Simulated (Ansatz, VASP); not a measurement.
# One calculation of Al2GaP3, two programs

```
Al Ga P
1.0
    -1.86388    1.86388    7.90778
     1.86388   -1.86388    7.90778
     1.86388    1.86388   -7.90778
Al Ga P
2 1 3
Direct
  0.66667 0.66667 0.00000
  0.33333 0.33333 0.00000
  0.00000 0.00000 0.00000
  0.41667 0.91667 0.50000
  0.08333 0.58333 0.50000
  0.75000 0.25000 0.50000
```

Alike in both runs: task single point; functional PBE; k mesh 6 × 6 × 6; occupations gaussian, width 0.1 eV; no spin polarisation.

```csv
,VASP,Ansatz
version,VASP 6.6.1,Ansatz 0.2.0
potentials or method,"VASP PAW PBE potentials, release 64 (Al, Ga_d, P), cutoff 520 eV","scalar-relativistic, plane waves, PAW"
valence electrons in the cell,34,34
```

|  | VASP | Ansatz | Ansatz less VASP |
| --- | --- | --- | --- |
| gap on the k mesh at the Fermi level (eV) | 1.34 | 1.34 | +0.002 |
| least direct gap on the mesh (eV) | 1.74 | 1.74 | +0.003 |
| pressure (GPa) | 13.9 | 14.0 | +0.13 |
| traceless stress, the component that is largest in VASP (GPa) | -0.14 | -0.14 | -0.001 |
| rms of the force components (eV/Å) | 0.018 | 0.018 | -0.0001 |

Atom by atom the forces differ by 0.000 eV/Å (rms over components). With one functional, cell and mesh, what is left measures potentials, basis and numerics.
